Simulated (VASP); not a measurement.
# TiAl3 (Pmm2) in VASP: notebook

The runs below take TiAl3 through single point, relaxation of cell and atoms, with LDA.

All numbers are computed with VASP 6.6.1; they aren't measurements. Logs are shortened: lines on timing, memory, paths and dates and some standing lists are left out, and cuts for length are marked.

## Step 1: The cell of the first run

It takes space group Pmm2 (No. 25, orthorhombic). The conventional cell has a = 2.751 Å, b = 4.632 Å, c = 4.854 Å, α = 90.00°, β = 90.00°, γ = 90.00°. Within 3.6 Å of Ti (site symmetry mm2) lie 2 Ti at 2.75 Å and 10 Al at 2.79 to 2.82 Å. Al (site symmetry mm2) has 8 Al at 2.75 to 2.83 Å and 4 Ti at 2.79 Å within 3.6 Å. Al (site symmetry mm2) has 8 Al at 2.75 to 2.82 Å and 4 Ti at 2.82 Å within 3.6 Å. Within 3.6 Å of Al (site symmetry mm2) lie 10 Al at 2.75 to 2.83 Å and 2 Ti at 2.79 Å.

## Step 2: Single point, LDA

The input, INCAR:

```
ALGO     = Fast           # electronic algorithm
EDIFF    = 1E-6           # SCF threshold, eV
ENCUT    = 520            # plane-wave cutoff, eV
GGA      = CA             # functional
ISIF     = 2              # what is computed and relaxed
ISMEAR   = 0              # smearing method
LASPH    = T              # aspherical terms in the spheres
LCHARG   = F              # write CHGCAR
LREAL    = F              # projectors in reciprocal space
LWAVE    = F              # write WAVECAR
NBANDS   = 18             # bands
NELM     = 60             # most SCF steps
PREC     = Accurate       # precision mode
SIGMA    = 0.1            # smearing width, eV
```

The input, KPOINTS:

```
k-points
0
Gamma
  12 8 8
```

The input, POSCAR:

```
TiAl3
1.0
    2.7513627833      0.0000000000      0.0000000000
    0.0000000000      4.6318031797      0.0000000000
    0.0000000000      0.0000000000      4.8542290426
Ti Al
1 3
Direct
    0.0000000000      0.5000000000      0.1625721107
    0.5000000000      0.5000000000      0.6637111996
    0.5000000000      0.0000000000      0.3328238714
    0.0000000000      0.0000000000      0.8408918182
```

Potentials or basis: VASP PAW LDA potentials, release 64 (Ti_sv, Al).

Run with:

```bash
$ cat potpaw_LDA.64/Ti_sv/POTCAR potpaw_LDA.64/Al/POTCAR > POTCAR
$ mpirun -np 1 vasp_std > vasp.out
```

OUTCAR:

```text
EDIFF = 1E-6
   ENCUT = 520
   GGA = CA
   ISIF = 2
   ISMEAR = 0
   LASPH = T
   LREAL = F
   NELM = 60
   PREC = Accurate

 ion  position               nearest neighbor table
   1  0.000  0.500  0.163-   2 2.79   2 2.79   4 2.79   4 2.79   2 2.79   2 2.79   3 2.82   3 2.82
                             3 2.82   3 2.82
   2  0.500  0.500  0.664-   1 2.79   1 2.79   1 2.79   1 2.79   3 2.82   3 2.82   4 2.83   4 2.83
                             4 2.83   4 2.83
   3  0.500  0.000  0.333-   4 2.76   4 2.76   1 2.82   1 2.82   1 2.82   1 2.82   2 2.82   2 2.82
                             4 2.82   4 2.82
   4  0.000  0.000  0.841-   3 2.76   3 2.76   1 2.79   1 2.79   3 2.82   3 2.82   2 2.83   2 2.83
                             2 2.83   2 2.83

  LATTYP: Found a simple orthorhombic cell.
 ALAT       =     2.7513627833
 B/A-ratio  =     1.6834578151
 C/A-ratio  =     1.7642998852

  Lattice vectors:

 A1 = (   2.7513627833,   0.0000000000,   0.0000000000)
 A2 = (   0.0000000000,   4.6318031797,   0.0000000000)
 A3 = (   0.0000000000,   0.0000000000,   4.8542290426)

Analysis of symmetry for initial positions (statically):
=====================================================================
 Subroutine PRICEL returns:
 Original cell was already a primitive cell.

 Routine SETGRP: Setting up the symmetry group for a
 simple orthorhombic supercell.

 Subroutine GETGRP returns: Found  4 space group operations
 (whereof  4 operations were pure point group operations)
 out of a pool of  8 trial point group operations.

The static configuration has the point symmetry C_2v.

Analysis of symmetry for dynamics (positions and initial velocities):
=====================================================================
 Subroutine PRICEL returns:
 Original cell was already a primitive cell.

 Routine SETGRP: Setting up the symmetry group for a
 simple orthorhombic supercell.

 Subroutine GETGRP returns: Found  4 space group operations
 (whereof  4 operations were pure point group operations)
 out of a pool of  8 trial point group operations.

The dynamic configuration has the point symmetry C_2v.

 Subroutine INISYM returns: Found  4 space group operations
 (whereof  4 operations are pure point group operations),
 and found     1 'primitive' translations

[... 89 lines left out ...]
   PREC   = accura    normal or accurate (medium, high low for compatibility)
   ISTART =      0    job   : 0-new  1-cont  2-samecut
   ICHARG =      2    charge: 1-file 2-atom 10-const
   ISPIN  =      1    spin polarized calculation?
   LNONCOLLINEAR =      F non collinear calculations
   LSORBIT =      F    spin-orbit coupling
   LASPH  =      T    aspherical Exc in radial PAW
   ENCUT  =  520.0 eV  38.22 Ry    6.18 a.u.   5.12  8.61  9.03*2*pi/ulx,y,z
   NELM   =     60;   NELMIN=  2; NELMDL= -5     # of ELM steps
   EDIFF  = 0.1E-05   stopping-criterion for ELM
   LREAL  =      F    real-space projection
   EDIFFG = 0.1E-04   stopping-criterion for IOM
   NSW    =      0    number of steps for IOM
   IBRION =     -1    ionic relax: 0-MD 1-quasi-New 2-CG
   NFREE  =      0    steps in history (QN), initial steepest desc. (CG)
   ISIF   =      2    stress and relaxation
   ISYM   =      2    0-nonsym 1-usesym 2-fastsym
   POTIM  = 0.5000    time-step for ionic-motion
   TEBEG  =    0.0;   TEEND  =   0.0 temperature during run
   PSTRESS=    0.0 pullay stress
   NELECT =      21.0000    total number of electrons
   NUPDOWN=      -1.0000    fix difference up-down
   EMIN   =  10.00;   EMAX   =-10.00  energy-range for DOS
   EFERMI =   0.00;   METHOD = LEGACY
   ISMEAR =     0;   SIGMA  =   0.10  broadening in eV -4-tet -1-fermi 0-gaus
   EFERMI_NEDOS =   21; number of points for ismear=-14 and -15
   IALGO  =     68    algorithm
   IMIX   =      4    mixing-type and parameters
     AMIX     =   0.40;   BMIX     =  1.00
     AMIX_MAG =   1.60;   BMIX_MAG =  1.00
  volume/ion in A,a.u.               =      15.47       104.36
  Fermi-wavevector in a.u.,A,eV,Ry     =   1.142024  2.158112 17.744971  1.304219
  Thomas-Fermi vector in A             =   2.278723
   LORBIT       =      0    0 simple, 1 ext, 2 COOP (PROOUT), +10 PAW based schemes
   GGA     = CA    functional components
   LHFCALC =     F    Hartree Fock is set to
   AEXX    =    0.0000 exact exchange contribution
   IVDW    =     0    specifies the selected vdW correction
   LEPSILON=     F    determine dielectric tensor
   LRPA    =     F    only Hartree local field effects (RPA)
 non-spin polarized calculation
 RMM-DIIS sequential band-by-band and
 Gauss-broadening in eV      SIGMA  =   0.10
  energy-cutoff  :      520.00
  volume of cell :       61.86
 maximum number of plane-waves:      1692
   NGX = 11   NGY = 17   NGZ = 19

 number of electron      21.0000006 magnetization

 Free energy of the ion-electron system (eV)
  ---------------------------------------------------
  ext. energy  EPLUGINS =         0.00000000
  ---------------------------------------------------
  free energy    TOTEN  =       -22.13447980 eV

  energy without entropy =      -22.12165469  energy(sigma->0) =      -22.12806725

 E-fermi :   8.3542     XC(G=0): -11.0279

 val. band max:        8.3472410677   @ k =   0.2500   0.1250   0.5000
 cond. band min:       8.3549458101   @ k =   0.3333   0.1250   0.2500
 fundamental gap:      0.0077047424
 Fermi energy:         8.3542205182

 k-point     1 :       0.0000    0.0000    0.0000
  band No.  band energies     occupation
      1     -47.3044      2.00000
      2     -24.0298      2.00000
      3     -24.0253      2.00000
      4     -23.5776      2.00000
      5      -2.0137      2.00000
      6       3.0692      2.00000
[... 481 lines left out ...]
      5      -0.5881      2.00000
      6       1.3827      2.00000
[... 10 lines left out ...]
     17      13.3174      0.00000
     18      14.4624      0.00000

 [... further k-points ...]
[... 5 lines left out ...]
  --------------------------------------------------------------------------------------
  -------------------------------------------------------------------------------------
  Total        0.0448648      0.0483633      0.0529057      0.0000000      0.0000000      0.0000000
  in kB        1.1619775      1.2525869      1.3702340      0.0000000      0.0000000      0.0000000
  external PRESSURE =       1.2615995 kB  Pullay stress =       0.0000000 kB

 VOLUME and BASIS-vectors are now :
 -----------------------------------------------------------------------------
  energy-cutoff  :      520.00
  volume of cell :       61.86
      direct lattice vectors                 reciprocal lattice vectors
     2.751362783  0.000000000  0.000000000     0.363456250  0.000000000  0.000000000
     0.000000000  4.631803180  0.000000000     0.000000000  0.215898638  0.000000000
     0.000000000  0.000000000  4.854229043     0.000000000  0.000000000  0.206005937

 POSITION                                       TOTAL-FORCE (eV/Angst)
 -----------------------------------------------------------------------------------
      0.00000      2.31590      0.78916         0.000000      0.000000     -0.000080
      1.37568      2.31590      3.22181         0.000000      0.000000     -0.000583
      1.37568      0.00000      1.61560         0.000000      0.000000      0.004190
      0.00000      0.00000      4.08188         0.000000      0.000000     -0.003526
 -----------------------------------------------------------------------------------
    total drift:                               -0.000000      0.000000      0.000675

  FREE ENERGIE OF THE ION-ELECTRON SYSTEM (eV)
  ---------------------------------------------------
  free  energy   TOTEN  =       -22.1344798032 eV

  energy  without entropy=      -22.1216546881  energy(sigma->0) =      -22.12806725
```

Run time: 6.9 min. Hardware: 1 thread of AMD EPYC 7R43 (Zen 3), shared host; peak memory 0.24 GiB.

What came out:

- Free energy: -22.1345 eV
- Pressure: 0.1 GPa
- Largest force: 0.004 eV/Å
- Band gap on the k mesh: zero (an odd number of electrons rules out a gap without spin polarisation)

Forces on the atoms (eV/Å):
```
Ti   0.000  0.000  0.000
Al   0.000  0.000 -0.001
Al   0.000  0.000  0.004
Al   0.000  0.000 -0.004
```

Levels at points of the mesh, in eV from the Fermi level:
```tsv
k point	band 8	band 9	band 10	band 11	band 12	band 13	band 14	band 15
(0.00, 0.00, 0.00)	-3.59	-2.70	-0.90	-0.46	2.58	2.66	2.73	2.82
(0.50, 0.00, 0.00)	-1.99	-1.79	0.47	0.66	0.86	1.49	1.73	2.38
(0.00, 0.50, 0.00)	-3.28	-2.04	-1.55	-0.22	2.51	2.59	2.75	3.18
(0.50, 0.50, 0.00)	-3.15	-1.76	-0.49	-0.26	0.84	1.19	1.39	3.56
(0.00, 0.00, 0.50)	-2.34	-2.19	-1.09	-0.36	2.34	2.49	2.67	3.26
(0.50, 0.00, 0.50)	-3.36	-1.38	-0.15	-0.14	0.61	1.31	2.03	3.46
(0.00, 0.50, 0.50)	-4.86	-0.24	-0.10	0.71	2.51	2.54	3.62	4.96
(0.50, 0.50, 0.50)	-3.24	-2.75	-2.69	-0.55	-0.15	1.09	2.19	2.44
```

## Step 3: Single point, LDA

The input, INCAR:

```
SYSTEM = TiAl3
ALGO = Fast
EDIFF = 1E-6
ENCUT = 520
ISIF = 2
ISMEAR = -1
LASPH = .True.
LCHARG = .False.
LREAL = .False.
LWAVE = .False.
NBANDS = 18
NELM = 60
PREC = Accurate
SIGMA = 0.15
```

The input, KPOINTS:

```
k-points
0
Gamma
  12 8 8
  0 0 0
```

The input, POSCAR:

```
TiAl3
1.0
    2.7656753418      0.0000000000      0.0000000000
    0.0000000000      4.6152789568      0.0000000000
    0.0000000000      0.0000000000      4.8531042302
Ti Al
1 3
Direct
    0.0000000000      0.5000000000      0.1626556135
    0.5000000000      0.5000000000      0.6641713661
    0.5000000000      0.0000000000      0.3332927539
    0.0000000000      0.0000000000      0.8398792664
```

Potentials or basis: VASP PAW LDA potentials, release 64 (Ti_sv, Al).

Run with:

```bash
$ cat potpaw_LDA.64/Ti_sv/POTCAR potpaw_LDA.64/Al/POTCAR > POTCAR
$ mpirun -np 1 vasp_std > vasp.out
```

Run time: 9 min. Hardware: 1 thread of AMD EPYC 7R43 (Zen 3), shared host; peak memory 0.26 GiB.

It converged, with:

| Item | Value |
| --- | --- |
| Free energy | -22.2251 eV |
| Pressure | 0.1 GPa |
| Largest force | 0.004 eV/Å |
| Band gap on the k mesh | zero (an odd number of electrons rules out a gap without spin polarisation) |

Forces in eV/Å, atoms in the order of the input:
```
Ti   0.000  0.000  0.000
Al   0.000  0.000 -0.001
Al   0.000  0.000  0.004
Al   0.000  0.000 -0.003
```

Levels at points of the mesh, in eV from the Fermi level:
| k point | band 8 | band 9 | band 10 | band 11 | band 12 | band 13 | band 14 | band 15 |
| --- | --- | --- | --- | --- | --- | --- | --- | --- |
| (0.00, 0.00, 0.00) | -3.59 | -2.70 | -0.91 | -0.48 | 2.50 | 2.57 | 2.76 | 2.84 |
| (0.50, 0.00, 0.00) | -2.03 | -1.83 | 0.42 | 0.62 | 0.80 | 1.46 | 1.70 | 2.35 |
| (0.00, 0.50, 0.00) | -3.28 | -2.07 | -1.57 | -0.23 | 2.42 | 2.51 | 2.75 | 3.16 |
| (0.50, 0.50, 0.00) | -3.24 | -1.80 | -0.54 | -0.32 | 0.81 | 1.15 | 1.36 | 3.50 |
| (0.00, 0.00, 0.50) | -2.32 | -2.19 | -1.07 | -0.39 | 2.31 | 2.40 | 2.59 | 3.26 |
| (0.50, 0.00, 0.50) | -3.42 | -1.42 | -0.19 | -0.16 | 0.57 | 1.25 | 2.03 | 3.43 |
| (0.00, 0.50, 0.50) | -4.89 | -0.27 | -0.10 | 0.69 | 2.43 | 2.45 | 3.63 | 5.00 |
| (0.50, 0.50, 0.50) | -3.30 | -2.80 | -2.73 | -0.64 | -0.19 | 1.06 | 2.15 | 2.40 |

(Part 1 of 2 ends here.)
